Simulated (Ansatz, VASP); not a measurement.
# One calculation of ZrC, two programs

Contents of INCAR:

```
PREC = Accurate
ENCUT = 520
EDIFF = 1E-6
ISMEAR = 0
SIGMA = 0.05
LREAL = F
LASPH = T
NELM = 100
ALGO = Normal
ISIF = 2
LWAVE = F
LCHARG = F
GGA = PE
NBANDS = 15
```

Contents of KPOINTS:

```
Automatic mesh
0
Gamma
  12 12 12
```

The input POSCAR:

```
ZrC
1.0
    3.2695327460      0.0000000000      0.0000000000
   -1.6347663730      2.8314984165      0.0000000000
    0.0000000000      0.0000000000      2.9397343753
Zr C
1 1
Direct
    0.0000000000      0.0000000000      0.0000000000
    0.6878568604      0.3757137208      0.5000000000
```

Input for Ansatz:

```yaml
crystal:
  lattice:
    - [3.269532746, 0.0, 0.0]
    - [-1.634766373, 2.8314984165, 0.0]
    - [0.0, 0.0, 2.9397343753]
  atoms:
    - { symbol: Zr, position: [0.0, 0.0, 0.0] }
    - { symbol: C, position: [0.6878568604, 0.3757137208, 0.5] }
basis:
  ecutwfc: 420
  ecutrho_ratio: 4
kpoints:
  mp_grid: { grid: [12, 12, 12] }
hamiltonian:
  xc: pbe
scf:
  occupations: { method: gaussian, width: 0.05 }
output:
  forces: true
  stress: true
  eigenvalues: true
  write_density: true
  write_potential: true
  elf: true
  volumetric_format: npy
```

Alike in both runs: task single point; functional PBE; k mesh 12 × 12 × 12; occupations gaussian, width 0.05 eV; no spin polarisation.

|  | VASP | Ansatz |
| --- | --- | --- |
| version | VASP 6.6.1 | Ansatz 0.2.0 |
| potentials or method | VASP PAW PBE potentials, release 64 (Zr_sv, C), cutoff 520 eV | scalar-relativistic, plane waves, PAW |
| valence electrons in the cell | 16 | 16 |

```tsv
	VASP	Ansatz	Ansatz less VASP
gap on the k mesh at the Fermi level (eV)	none	none	-
pressure (GPa)	1.2	1.0	-0.19
traceless stress, the component that is largest in VASP (GPa)	-3.23	-3.19	+0.037
rms of the force components (eV/Å)	0.409	0.406	-0.0029
```

Atom by atom the forces differ by 0.003 eV/Å (rms over components). A gap of «none» marks a metal or a gap that the smearing closes.
